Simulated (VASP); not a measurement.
Crystal: CsGeF3.

```
Cs Ge F
1.0
     4.49652    0.00000    0.00000
     0.00000    4.49652    0.00000
     0.00000    0.00000    4.49652
Cs Ge F
1 1 3
Cartesian
  0.0000 0.0000 0.0000
  2.2483 2.2483 2.2483
  2.2483 2.2483 0.0000
  2.2483 0.0000 2.2483
  0.0000 2.2483 2.2483
```

Base run:

* Program: VASP 6.6.1
* Functional: PBE
* Potentials or basis: VASP PAW PBE potentials, release 64 (Cs_sv, Ge_d, F)
* Cutoff: 520 eV
* k mesh: 4 × 4 × 4
* Occupations: gaussian, width 0.01 eV
* Spin: no spin polarisation

Its results: band gap on the k mesh 1.84 eV, direct; pressure 2.4 GPa.

Problem. The run is repeated on the same cell with these changes: k mesh from 4 × 4 × 4 to 3 × 3 × 3. What comes out?

Solution. Band gap on the k mesh 4.29 eV, direct; pressure 2.0 GPa.

Caveats: some runs use coarse meshes; spin-orbit coupling is left out, which moves the levels of the heavy elements.

A k mesh can miss the band edges.
